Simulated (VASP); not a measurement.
Runs of VASP 6.6.1 on Mo. The structure is that of space group P6/mmm (No. 191), or close to it. The cells are those of the table. 

```tsv
task	level	potentials or basis	cell	cutoff (eV)	gap on the mesh (eV)	pressure (GPa)	relaxed volume (Å³/atom)
single point	PBEsol+D3(BJ)	VASP PAW PBE potentials, release 64 (Mo_sv)	a = 2.718, b = 2.718, c = 2.461 Å, angles 90.0, 90.0, 120.0°, 1 atom	520	none	(b)	-
relaxation of cell and atoms	LDA	VASP PAW LDA potentials, release 64 (Mo_sv)	relaxed from a = 2.736, b = 2.736, c = 2.555 Å, angles 90.0, 90.0, 120.0°, 1 atom	600	none	0.0	16.00
relaxation of cell and atoms	PBEsol	VASP PAW PBE potentials, release 64 (Mo_sv)	relaxed from a = 2.736, b = 2.736, c = 2.555 Å, angles 90.0, 90.0, 120.0°, 1 atom	600	none	0.0	16.28
single point	LDA	VASP PAW LDA potentials, release 64 (Mo_sv)	a = 2.731, b = 2.731, c = 2.465 Å, angles 90.0, 90.0, 120.0°, 1 atom	520	none	(a)	-
single point	PBEsol	VASP PAW PBE potentials, release 64 (Mo_sv)	a = 2.746, b = 2.746, c = 2.488 Å, angles 90.0, 90.0, 120.0°, 1 atom	520	none	0.6	-
relaxation of cell and atoms	PBEsol+D3(BJ)	VASP PAW PBE potentials, release 64 (Mo_sv)	relaxed from a = 2.736, b = 2.736, c = 2.555 Å, angles 90.0, 90.0, 120.0°, 1 atom	600	none	0.0	15.79
```

Alike in all rows: no spin polarisation; k mesh 13 × 13 × 12; smearing fermi-dirac 0.1 eV.

Task: Estimate the missing entries.

Result: (a) 1.1; (b) 0.7.

Caveats: the PAW data sets were made with another functional, which shifts forces and pressure a little (some runs); pairwise dispersion overbinds metals, which lowers pressure and volume (some runs).

A k mesh can miss the band edges, and the runs leave out spin-orbit coupling on Mo.

A gap of «none» marks levels without a gap at the run's occupations.
